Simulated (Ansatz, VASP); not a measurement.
## Cd3InO: VASP beside Ansatz

INCAR

```
  PREC = Accurate
  ENCUT = 520
  EDIFF = 1E-6
  ISMEAR = 0
  SIGMA = 0.1
  LREAL = False
  LASPH = True
  NELM = 150
  ALGO = Normal
  ISIF = 2
  LWAVE = False
  LCHARG = False
  ISPIN = 2
  MAGMOM = 0 0 0 0 1
  LORBIT = 11
  GGA = PE
  NBANDS = 40
```

KPOINTS

```
Automatic mesh
0
Gamma
  4 4 4
```

Contents of POSCAR:

```
Cd3InO
1.0
    4.4894759700      0.0000000000      0.0000000000
    0.0000000000      4.6145095800      0.0000000000
    0.0000000000      0.0000000000      6.1641865400
Cd In O
3 1 1
Direct
    0.0000000000      0.0000000000      0.1875547700
    0.0000000000      0.0000000000      0.8124452300
    0.0000000000      0.5000000000      0.0000000000
    0.0000000000      0.5000000000      0.5000000000
    0.5000000000      0.0000000000      0.0000000000
```

Input for Ansatz:

```yaml
crystal:
  lattice:
    - [4.48947597, 0.0, 0.0]
    - [0.0, 4.61450958, 0.0]
    - [0.0, 0.0, 6.16418654]
  atoms:
    - { symbol: Cd, position: [0.0, 0.0, 0.18755477] }
    - { symbol: Cd, position: [0.0, 0.0, 0.81244523] }
    - { symbol: Cd, position: [0.0, 0.5, 0.0] }
    - { symbol: In, position: [0.0, 0.5, 0.5] }
    - { symbol: O, position: [0.5, 0.0, 0.0], spin: 1.0 }
basis:
  ecutwfc: 420
kpoints:
  mp_grid: { grid: [4, 4, 4] }
hamiltonian:
  xc: pbe
scf:
  occupations: { method: gaussian, width: 0.1 }
  lower_state_search: "off"
output:
  forces: true
  stress: true
  eigenvalues: true
  populations: true
magnetization:
  spin_polarized: true
```

Alike in both runs: task single point; functional PBE; k mesh 4 × 4 × 4; occupations gaussian, width 0.1 eV; collinear spin.

|  | VASP | Ansatz |
| --- | --- | --- |
| version | VASP 6.6.1 | Ansatz 0.2.0 |
| potentials or method | VASP PAW PBE potentials, release 64 (Cd, In_d, O), cutoff 520 eV | scalar-relativistic, plane waves, PAW |
| valence electrons in the cell | 55 | 79 |

VASP gave:

| Item | Value |
| --- | --- |
| gap on the k mesh at the Fermi level (eV) | none |
| pressure (GPa) | 9.2 |
| traceless stress, the component that is largest in VASP (GPa) | -16.15 |
| rms of the force components (eV/Å) | 2.371 |
| net moment per atom (μB) | 0.00 |

Task: What did Ansatz give for the same quantities?

Result: gap on the k mesh at the Fermi level (eV): none; pressure (GPa): 8.5; traceless stress, the component that is largest in VASP (GPa): -15.70; rms of the force components (eV/Å): 2.243; net moment per atom (μB): 0.00.

Atom by atom the forces differ by 0.128 eV/Å (rms over components). A gap of «none» marks a metal or a gap that the smearing closes. VASP's potentials hold 55 valence electrons a cell and Ansatz's 79, so a difference there can come from the potentials and not from the codes. Ansatz's warnings: seeded moment not kept.
